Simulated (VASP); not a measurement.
## Mn3Cu: single point with PBEsol

Mn3Cu:

```
Mn Cu
1.0
     0.00000    2.83883    2.83883
     2.83883    0.00000    2.83883
     2.83883    2.83883    0.00000
Mn Cu
3 1
Direct
  0.25000 0.25000 0.25000
  0.75000 0.75000 0.75000
  0.50000 0.50000 0.50000
  0.00000 0.00000 0.00000
```

```yaml
Program: VASP 6.6.1
Task: single point
Functional: PBEsol
Potentials_or_basis: VASP PAW PBE potentials, release 64 (Mn_pv, Cu)
Cutoff: 520 eV
k_mesh: 12 × 12 × 12
Occupations: gaussian, width 0.1 eV
Spin: collinear spin
Starting_moments: "[2.95, 2.95, -0.16, 0.21] μB"
Fixed_moment: 5.62 μB
```

```
Pressure                                              : 2.5 GPa
Net moment                                            : 5.62 μB per cell
Site moments                                          : Mn +2.77, -0.22 (each value once); Cu +0.16 μB
Valence electrons inside the program's atomic spheres : Mn 11.79, 11.90 (each value once); Cu 10.19
```

Wall time 2.6 min on 1 thread of Intel(R) Xeon(R) 6975P-C (Granite Rapids), on a shared host, peak memory 0.31 GiB.

Caveat: the PAW data sets were made with another functional, which shifts forces and pressure a little; the total moment is fixed, so each spin has its own Fermi level.
